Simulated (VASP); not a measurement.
# GaP (Cmcm) in VASP: single point with PBE

Aim: the single point of GaP with PBE.

Everything below comes from runs of VASP 6.6.1. Logs are shortened: lines on timing, memory, paths and dates and some standing lists are left out, and cuts for length are marked.

### Step 1. The cell of the first run

Symmetry: Cmcm, No. 63, orthorhombic system. Conventional cell: a = 4.726 Å, b = 5.001 Å, c = 13.636 Å, α = 90.00°, β = 90.00°, γ = 90.00°. Within 3.1 Å of Ga (site symmetry m) lie 6 P at 2.38 to 2.67 Å and 2 Ga at 2.68 to 2.69 Å. Within 3.1 Å of Ga (site symmetry m2m) lie 6 P at 2.37 to 2.61 Å and 2 Ga at 2.69 Å. P (site symmetry m) has 2 P at 2.21 to 2.84 Å and 6 Ga at 2.38 to 2.67 Å within 2.9 Å. P (site symmetry m2m) has 6 Ga at 2.37 to 2.61 Å and 2 P at 2.84 Å within 3.1 Å.

### Step 2. Single point, PBE

Contents of INCAR:

```
ALGO     = Fast           # electronic algorithm
EDIFF    = 1E-7           # SCF threshold, eV
ENCUT    = 520            # plane-wave cutoff, eV
GGA      = PE             # functional
ISIF     = 2              # what is computed and relaxed
ISMEAR   = 0              # smearing method
LASPH    = True           # aspherical terms in the spheres
LCHARG   = False          # write CHGCAR
LREAL    = False          # projectors in reciprocal space
LWAVE    = False          # write WAVECAR
NBANDS   = 66             # bands
NELM     = 100            # most SCF steps
PREC     = Accurate       # precision mode
SIGMA    = 0.1            # smearing width, eV
```

Contents of KPOINTS:

```
k-points
0
Gamma
  12 12 4
```

Contents of POSCAR:

```
GaP
1.0
    2.3629768558     -2.5005354203      0.0000000000
    2.3629768558      2.5005354203      0.0000000000
    0.0000000000      0.0000000000     13.6362026108
Ga P
6 6
Direct
    0.8998530497      0.1001469503      0.5910603439
    0.1001469503      0.8998530497      0.4089396561
    0.1001469503      0.8998530497      0.0910603439
    0.8998530497      0.1001469503      0.9089396561
    0.4179419895      0.5820580105      0.2500000000
    0.5820580105      0.4179419895      0.7500000000
    0.6036201987      0.3963798013      0.0714938198
    0.3963798013      0.6036201987      0.9285061802
    0.3963798013      0.6036201987      0.5714938198
    0.6036201987      0.3963798013      0.4285061802
    0.8951752662      0.1048247338      0.2500000000
    0.1048247338      0.8951752662      0.7500000000
```

Potentials or basis: VASP PAW PBE potentials, release 64 (Ga_d, P).

Command:

```bash
$ cat potpaw_PBE.64/Ga_d/POTCAR potpaw_PBE.64/P/POTCAR > POTCAR
$ mpirun -np 1 vasp_std > vasp.out
```

OUTCAR:

```text
EDIFF = 1E-7
   ENCUT = 520
   GGA = PE
   ISIF = 2
   ISMEAR = 0
   LASPH = True
   LREAL = False
   NELM = 100
   PREC = Accurate

 ion  position               nearest neighbor table
   1  0.900  0.100  0.591-   9 2.38   9 2.38  12 2.40   9 2.50   9 2.53  10 2.67   2 2.68   6 2.69

   2  0.100  0.900  0.409-  10 2.38  10 2.38  11 2.40  10 2.50  10 2.53   9 2.67   1 2.68   5 2.69

   3  0.100  0.900  0.091-   7 2.38   7 2.38  11 2.40   7 2.50   7 2.53   8 2.67   4 2.68   5 2.69

   4  0.900  0.100  0.909-   8 2.38   8 2.38  12 2.40   8 2.50   8 2.53   7 2.67   3 2.68   6 2.69

   5  0.418  0.582  0.250-  11 2.37  11 2.37  11 2.39   7 2.61  10 2.61  11 2.61   3 2.69   2 2.69

   6  0.582  0.418  0.750-  12 2.37  12 2.37  12 2.39   8 2.61   9 2.61  12 2.61   1 2.69   4 2.69

   7  0.604  0.396  0.071-   8 2.21   3 2.38   3 2.38   3 2.50   3 2.53   5 2.61   4 2.67  11 2.84

   8  0.396  0.604  0.929-   7 2.21   4 2.38   4 2.38   4 2.50   4 2.53   6 2.61   3 2.67  12 2.84

   9  0.396  0.604  0.571-  10 2.21   1 2.38   1 2.38   1 2.50   1 2.53   6 2.61   2 2.67  12 2.84

  10  0.604  0.396  0.429-   9 2.21   2 2.38   2 2.38   2 2.50   2 2.53   5 2.61   1 2.67  11 2.84

  11  0.895  0.105  0.250-   5 2.37   5 2.37   5 2.39   2 2.40   3 2.40   5 2.61  10 2.84   7 2.84

  12  0.105  0.895  0.750-   6 2.37   6 2.37   6 2.39   1 2.40   4 2.40   6 2.61   8 2.84   9 2.84

  LATTYP: Found a base centered orthorhombic cell.
 ALAT       =     4.7259537116
 B/A-ratio  =     1.0582140973
 C/A-ratio  =     2.8853864094

  Lattice vectors:

 A1 = (   2.3629768558,  -2.5005354203,   0.0000000000)
 A2 = (   2.3629768558,   2.5005354203,   0.0000000000)
 A3 = (   0.0000000000,   0.0000000000,  13.6362026108)

Analysis of symmetry for initial positions (statically):
=====================================================================
 Subroutine PRICEL returns:
 Original cell was already a primitive cell.

 Routine SETGRP: Setting up the symmetry group for a
 base centered orthorhombic supercell.

 Subroutine GETGRP returns: Found  8 space group operations
 (whereof  4 operations were pure point group operations)
 out of a pool of  8 trial point group operations.

The static configuration has the point symmetry C_2h.
 The point group associated with its full space group is D_2h.

Analysis of symmetry for dynamics (positions and initial velocities):
=====================================================================
 Subroutine PRICEL returns:
 Original cell was already a primitive cell.

 Routine SETGRP: Setting up the symmetry group for a
 base centered orthorhombic supercell.

 Subroutine GETGRP returns: Found  8 space group operations
 (whereof  4 operations were pure point group operations)
 out of a pool of  8 trial point group operations.

The dynamic configuration has the point symmetry C_2h.
 The point group associated with its full space group is D_2h.

 Subroutine INISYM returns: Found  8 space group operations
 (whereof  4 operations are pure point group operations),
 and found     1 'primitive' translations

----------------------------------------------------------------------------------------

                                     Primitive cell

  volume of cell :     161.1447

  direct lattice vectors                    reciprocal lattice vectors
     2.362976856 -2.500535420  0.000000000     0.211597502 -0.199957176  0.000000000
     2.362976856  2.500535420  0.000000000     0.211597502  0.199957176  0.000000000
     0.000000000  0.000000000 13.636202611     0.000000000  0.000000000  0.073334199

  length of vectors
     3.440397798  3.440397798 13.636202611     0.291129481  0.291129481  0.073334199

  position of ions in fractional coordinates (direct lattice)
     0.899853050  0.100146950  0.591060344
     0.100146950  0.899853050  0.408939656
     0.100146950  0.899853050  0.091060344
     0.899853050  0.100146950  0.908939656
     0.417941990  0.582058010  0.250000000
     0.582058010  0.417941990  0.750000000
     0.603620199  0.396379801  0.071493820
     0.396379801  0.603620199  0.928506180
     0.396379801  0.603620199  0.571493820
     0.603620199  0.396379801  0.428506180
     0.895175266  0.104824734  0.250000000
     0.104824734  0.895175266  0.750000000

  ion indices of the primitive-cell ions
   primitive index   ion index
                 1           1
                 2           2
                 3           3
                 4           4
                 5           5
                 6           6
                 7           7
                 8           8
                 9           9
                10          10
                11          11
                12          12

----------------------------------------------------------------------------------------

 KPOINTS: k-points

Automatic generation of k-mesh.
 Grid dimensions read from file:
 generate k-points for:   12   12    4

 Generating k-lattice:

  Cartesian coordinates                     Fractional coordinates (reciprocal lattice)
     0.017633125 -0.016663098  0.000000000     0.083333333  0.000000000  0.000000000
     0.017633125  0.016663098  0.000000000     0.000000000  0.083333333  0.000000000
     0.000000000  0.000000000  0.018333550     0.000000000  0.000000000  0.250000000

  Length of vectors
     0.024260790  0.024260790  0.018333550

  Shift w.r.t. Gamma in fractional coordinates (k-lattice)
     0.000000000  0.000000000  0.000000000

 Subroutine IBZKPT returns following result:
 ===========================================

 Found    129 irreducible k-points:

 Following reciprocal coordinates:
            Coordinates               Weight
  0.000000  0.000000  0.000000      1.000000
  0.083333 -0.000000  0.000000      4.000000
  0.166667  0.000000  0.000000      4.000000
  0.250000 -0.000000  0.000000      4.000000
  0.333333 -0.000000  0.000000      4.000000
  0.416667 -0.000000  0.000000      4.000000
[... 16 lines left out ...]
  0.500000  0.166667  0.000000      4.000000
 -0.416667  0.166667  0.000000      4.000000
 [... further k-points ...]
   k-points           NKPTS =    129   k-points in BZ     NKDIM =    129   number of bands    NBANDS=     66
   number of dos      NEDOS =    301   number of ions     NIONS =     12
   total plane-waves  NPLWV =  84672
   dimension x,y,z NGX =    28 NGY =   28 NGZ =  108
   dimension x,y,z NGXF=    56 NGYF=   56 NGZF=  216
   ions per type =               6   6
   NGX,Y,Z   is equivalent  to a cutoff of  13.53, 13.53, 13.17 a.u.
   NGXF,Y,Z  is equivalent  to a cutoff of  27.06, 27.06, 26.33 a.u.
 SYSTEM =  unknown system
   PREC   = accura    normal or accurate (medium, high low for compatibility)
   ISTART =      0    job   : 0-new  1-cont  2-samecut
   ICHARG =      2    charge: 1-file 2-atom 10-const
   ISPIN  =      1    spin polarized calculation?
   LNONCOLLINEAR =      F non collinear calculations
   LSORBIT =      F    spin-orbit coupling
   LASPH  =      T    aspherical Exc in radial PAW
   ENCUT  =  520.0 eV  38.22 Ry    6.18 a.u.   6.40  6.40 25.35*2*pi/ulx,y,z
   NELM   =    100;   NELMIN=  2; NELMDL= -5     # of ELM steps
   EDIFF  = 0.1E-06   stopping-criterion for ELM
   LREAL  =      F    real-space projection
   EDIFFG = 0.1E-05   stopping-criterion for IOM
   NSW    =      0    number of steps for IOM
   IBRION =     -1    ionic relax: 0-MD 1-quasi-New 2-CG
   NFREE  =      0    steps in history (QN), initial steepest desc. (CG)
   ISIF   =      2    stress and relaxation
   ISYM   =      2    0-nonsym 1-usesym 2-fastsym
   POTIM  = 0.5000    time-step for ionic-motion
   TEBEG  =    0.0;   TEEND  =   0.0 temperature during run
   PSTRESS=    0.0 pullay stress
   NELECT =     108.0000    total number of electrons
   NUPDOWN=      -1.0000    fix difference up-down
   EMIN   =  10.00;   EMAX   =-10.00  energy-range for DOS
   EFERMI =   0.00;   METHOD = LEGACY
   ISMEAR =     0;   SIGMA  =   0.10  broadening in eV -4-tet -1-fermi 0-gaus
   EFERMI_NEDOS =   21; number of points for ismear=-14 and -15
   IALGO  =     68    algorithm
   IMIX   =      4    mixing-type and parameters
     AMIX     =   0.40;   BMIX     =  1.00
     AMIX_MAG =   1.60;   BMIX_MAG =  1.00
  volume/ion in A,a.u.               =      13.43        90.62
  Fermi-wavevector in a.u.,A,eV,Ry     =   1.432663  2.707341 27.926283  2.052524
  Thomas-Fermi vector in A             =   2.552266
   LORBIT       =      0    0 simple, 1 ext, 2 COOP (PROOUT), +10 PAW based schemes
   GGA     = PE    functional components
   LHFCALC =     F    Hartree Fock is set to
   AEXX    =    0.0000 exact exchange contribution
   IVDW    =     0    specifies the selected vdW correction
   LEPSILON=     F    determine dielectric tensor
   LRPA    =     F    only Hartree local field effects (RPA)
 non-spin polarized calculation
 RMM-DIIS sequential band-by-band and
 Gauss-broadening in eV      SIGMA  =   0.10
  energy-cutoff  :      520.00
  volume of cell :      161.14
 maximum number of plane-waves:      4379
 NGX is ok and might be reduce to    28
   NGX = 13   NGY = 13   NGZ = 51

 number of electron     108.0000051 magnetization

 Free energy of the ion-electron system (eV)
  ---------------------------------------------------
  ext. energy  EPLUGINS =         0.00000000
  ---------------------------------------------------
  free energy    TOTEN  =       -46.40978753 eV

  energy without entropy =      -46.39251747  energy(sigma->0) =      -46.40115250

 E-fermi :  10.1602     XC(G=0): -12.2201

 val. band max:       10.1529078249   @ k =  -0.4167   0.2500   0.0000
 cond. band min:      10.1632314181   @ k =  -0.2500   0.1667   0.2500
 fundamental gap:      0.0103235932
 Fermi energy:        10.1602344213

 k-point     1 :       0.0000    0.0000    0.0000
  band No.  band energies     occupation
      1      -6.1048      2.00000
      2      -5.8470      2.00000
      3      -5.7005      2.00000
      4      -5.6673      2.00000
      5      -5.5293      2.00000
      6      -5.4323      2.00000
[... 1645 lines left out ...]
     65      14.5130      0.00000
     66      15.5395      0.00000

 [... further k-points ...]

------------------------ aborting loop because EDIFF is reached ----------------------------------------

  FORCE on cell =-STRESS in cart. coord.  units (eV):
  Direction    XX          YY          ZZ          XY          YZ          ZX
  --------------------------------------------------------------------------------------
  -------------------------------------------------------------------------------------
  Total       30.9709539     30.9453238     30.8439666      0.0000000      0.0000000      0.0000000
  in kB      307.9280448    307.6732178    306.6654765      0.0000000      0.0000000      0.0000000
  external PRESSURE =     307.4222464 kB  Pullay stress =       0.0000000 kB

 VOLUME and BASIS-vectors are now :
 -----------------------------------------------------------------------------
  energy-cutoff  :      520.00
  volume of cell :      161.14
      direct lattice vectors                 reciprocal lattice vectors
     2.362976856 -2.500535420  0.000000000     0.211597502 -0.199957176  0.000000000
     2.362976856  2.500535420  0.000000000     0.211597502  0.199957176  0.000000000
     0.000000000  0.000000000 13.636202611     0.000000000  0.000000000  0.073334199

 POSITION                                       TOTAL-FORCE (eV/Angst)
 -----------------------------------------------------------------------------------
      2.36298     -1.99969      8.05982         0.000000      0.000382      0.002194
      2.36298      1.99969      5.57638         0.000000     -0.000382     -0.002194
      2.36298      1.99969      1.24172         0.000000     -0.000382      0.002194
      2.36298     -1.99969     12.39449         0.000000      0.000382     -0.002194
      2.36298      0.41038      3.40905         0.000000     -0.005032     -0.000000
      2.36298     -0.41038     10.22715         0.000000      0.005032     -0.000000
      2.36298     -0.51821      0.97490         0.000000      0.018647     -0.035217
      2.36298      0.51821     12.66130         0.000000     -0.018647      0.035217
      2.36298      0.51821      7.79301         0.000000     -0.018647     -0.035217
      2.36298     -0.51821      5.84320         0.000000      0.018647      0.035217
      2.36298     -1.97630      3.40905         0.000000      0.004314      0.000000
      2.36298      1.97630     10.22715         0.000000     -0.004314     -0.000000
 -----------------------------------------------------------------------------------
    total drift:                                0.000000     -0.000000      0.000000

  FREE ENERGIE OF THE ION-ELECTRON SYSTEM (eV)
  ---------------------------------------------------
  free  energy   TOTEN  =       -46.4097875329 eV

  energy  without entropy=      -46.3925174656  energy(sigma->0) =      -46.40115250
```

It took 23 min on 1 thread of AMD EPYC 9755, shared host; peak memory 0.91 GiB.

Results:

* Free energy: -46.4098 eV
* Pressure: 30.7 GPa
* Largest force: 0.040 eV/Å
* Band gap on the k mesh: zero (bands 54 and 55 overlap by 4.52 eV)

Forces on the atoms (eV/Å):
```
Ga   0.000  0.000  0.002
Ga   0.000  0.000 -0.002
Ga   0.000  0.000  0.002
Ga   0.000  0.000 -0.002
Ga   0.000 -0.005  0.000
Ga   0.000  0.005  0.000
P    0.000  0.019 -0.035
P    0.000 -0.019  0.035
P    0.000 -0.019 -0.035
P    0.000  0.019  0.035
P    0.000  0.004  0.000
P    0.000 -0.004  0.000
```

Caveat: the cell stands under pressure.
